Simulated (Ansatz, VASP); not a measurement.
## AlP8 in VASP and in Ansatz

File INCAR:

```
SYSTEM = AlP8
PREC = Accurate ; ENCUT = 520
EDIFF = 1E-7 ; ISMEAR = 0
SIGMA = 0.1 ; LREAL = .FALSE.
LASPH = .TRUE. ; NELM = 60
ALGO = Normal ; ISIF = 2
LWAVE = .FALSE. ; LCHARG = .FALSE.
GGA = PE ; IVDW = 12
NBANDS = 32
```

Contents of KPOINTS:

```
Automatic mesh
0
G
  6 2 4
  0 0 0
```

Contents of POSCAR:

```
AlP8
1.0
    3.3100000000      0.0000000000      0.0000000000
    0.0000000000     10.1761232400      0.0000000000
    0.0000000000      0.0000000000      4.3800000000
Al P
1 8
Direct
    0.0000000000      0.0000000000      0.6600000100
    0.5000000000      0.8570121700      0.4100000100
    0.0000000000      0.8570121700      0.0899999900
    0.5000000000      0.6547740700      0.5899999900
    0.0000000000      0.6547740700      0.9100000100
    0.5000000000      0.3452259300      0.5899999900
    0.0000000000      0.3452259300      0.9100000100
    0.5000000000      0.1429878300      0.4100000100
    0.0000000000      0.1429878300      0.0899999900
```

Input for Ansatz:

```yaml
crystal:
  lattice:
    - [3.31, 0.0, 0.0]
    - [0.0, 10.17612324, 0.0]
    - [0.0, 0.0, 4.38]
  atoms:
    - { symbol: Al, position: [0.0, 0.0, 0.66000001] }
    - { symbol: P, position: [0.5, 0.85701217, 0.41000001] }
    - { symbol: P, position: [0.0, 0.85701217, 0.08999999] }
    - { symbol: P, position: [0.5, 0.65477407, 0.58999999] }
    - { symbol: P, position: [0.0, 0.65477407, 0.91000001] }
    - { symbol: P, position: [0.5, 0.34522593, 0.58999999] }
    - { symbol: P, position: [0.0, 0.34522593, 0.91000001] }
    - { symbol: P, position: [0.5, 0.14298783, 0.41000001] }
    - { symbol: P, position: [0.0, 0.14298783, 0.08999999] }
basis:
  ecutwfc: 420
kpoints:
  mp_grid: { grid: [6, 2, 4] }
hamiltonian:
  xc: pbe
  dispersion: d3bj
scf:
  occupations: { method: gaussian, width: 0.1 }
  lower_state_search: "off"
output:
  forces: true
  stress: true
  eigenvalues: true
```

Alike in both runs: task single point; functional PBE; dispersion D3(BJ); k mesh 6 × 2 × 4; occupations gaussian, width 0.1 eV; no spin polarisation.

|  | VASP | Ansatz |
| --- | --- | --- |
| version | VASP 6.6.1 | Ansatz 0.2.0 |
| potentials or method | VASP PAW PBE potentials, release 64 (Al, P), cutoff 520 eV | scalar-relativistic, plane waves, PAW |
| valence electrons in the cell | 43 | 43 |

|  | VASP | Ansatz | Ansatz less VASP |
| --- | --- | --- | --- |
| gap on the k mesh at the Fermi level (eV) | none | none | - |
| pressure (GPa) | 9.7 | 10.1 | +0.39 |
| traceless stress, the component that is largest in VASP (GPa) | -5.59 | -5.53 | +0.066 |
| rms of the force components (eV/Å) | 0.627 | 0.651 | +0.0236 |

Atom by atom the forces differ by 0.027 eV/Å (rms over components). A gap of «none» marks a metal or a gap that the smearing closes.
